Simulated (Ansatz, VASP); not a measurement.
## Two plane-wave programs on Mg3CdSe2O2

```xyz
8
Lattice="3.6600 0.0000 0.0000 -1.8300 3.1696 0.0000 0.0000 0.0000 12.3508" Properties=species:S:1:pos:R:3 pbc="T T T"
Mg    0.0000    2.1131   11.3107
Mg    0.0000    0.0000    7.9627
Mg    1.8300    1.0565    5.3864
Cd    0.0000    0.0000    1.7338
Se    0.0000    2.1131    3.3359
Se    1.8300    1.0565    9.3127
O     0.0000    0.0000   11.9328
O     0.0000    0.0000    6.0241
```

Alike in both runs: task single point; functional PBE; k mesh 6 × 6 × 2; occupations gaussian, width 0.1 eV; collinear spin.

```csv
,VASP,Ansatz
version,VASP 6.6.1,Ansatz 0.2.0
potentials or method,"VASP PAW PBE potentials, release 64 (Mg, Cd, Se, O), cutoff 600 eV","scalar-relativistic, plane waves, PAW"
valence electrons in the cell,42,94
```

```tsv
	VASP	Ansatz	Ansatz less VASP
gap on the k mesh at the Fermi level (eV)	none	none	-
pressure (GPa)	-0.2	-0.2	+0.02
traceless stress, the component that is largest in VASP (GPa)	0.00	-0.22	-0.214
rms of the force components (eV/Å)	0.087	0.073	-0.0138
net moment per atom (μB)	0.00	0.00	0.000
```

Atom by atom the forces differ by 0.031 eV/Å (rms over components). A gap of «none» marks a metal or a gap that the smearing closes. With one functional, cell and mesh, what is left measures potentials, basis and numerics. VASP's potentials hold 42 valence electrons a cell and Ansatz's 94, so a difference there can come from the potentials and not from the codes. Ansatz's warnings: seeded moment not kept.
